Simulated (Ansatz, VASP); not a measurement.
Hf: VASP beside Ansatz

```xyz
2
Lattice="3.1184 0.0000 0.0000 -1.5592 2.7006 0.0000 0.0000 0.0000 4.9475" Properties=species:S:1:pos:R:3 pbc="T T T"
Hf    0.0000    1.8004    1.2369
Hf    1.5592    0.9002    3.7107
```

Alike in both runs: task single point; functional LDA; k mesh 12 × 12 × 7; occupations methfessel-paxton of order 1, width 0.6 eV; no spin polarisation.

|  | VASP | Ansatz |
| --- | --- | --- |
| version | VASP 6.6.1 | Ansatz 0.2.0 |
| potentials or method | VASP PAW LDA potentials, release 64 (Hf_pv), cutoff 520 eV | plane waves (420 eV) with PAW, scalar-relativistic |
| valence electrons in the cell | 20 | 52 |

```tsv
	VASP	Ansatz	Ansatz less VASP
pressure (GPa)	-0.2	-0.3	-0.08
```

Ansatz warns that its potentials were made for another functional, while VASP's fit it. LDA's correlation is that of Perdew and Zunger in VASP and of Perdew and Wang (1992) in Ansatz. VASP's potentials hold 20 valence electrons a cell and Ansatz's 52, so a difference there can come from the potentials and not from the codes.

Neither program's run includes spin-orbit coupling.
